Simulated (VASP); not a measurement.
H, 2 atoms in the cell. Symmetry: Fmmm, No. 69, orthorhombic system. The conventional cell has a = 4.571 Å, b = 5.207 Å, c = 5.286 Å, α = 90.00°, β = 90.00°, γ = 90.00°. Within 1.0 Å of H (site symmetry 2mm) lie 1 H at 0.75 Å.  This cell differs from its parent crystal: strain +0.0150 x Voigt [0, 0, 0, 0, 0, 1].

| Item | Value |
| --- | --- |
| Program | VASP 6.6.1 |
| Task | single point |
| Functional | PBE |
| Potentials or basis | VASP PAW PBE potentials, release 64 (H) |
| Cutoff | 520 eV |
| k mesh | 8 × 8 × 8 |
| Occupations | gaussian, width 0.05 eV |
| Spin | no spin polarisation |
| Dipole correction | no |
| Further INCAR settings | ALGO = Normal; EDIFF = 1e-06; NBANDS = 8 |

Potentials or basis: VASP PAW PBE potentials, release 64 (H).

Run with:

```sh
$ cat potpaw_PBE.64/H/POTCAR > POTCAR
$ mpirun -np 1 vasp_std > vasp.out
```

Hardware: 1 thread of AMD EPYC 7R43 64-Core Processor (Zen 3), with other jobs on the host.

Question: How long does it take, and how much memory?

Answer: It took 39 s on 1 thread of AMD EPYC 7R43 64-Core Processor (Zen 3), on a shared host, peak memory 0.11 GiB. Counts: scf iterations 12, k points 95.
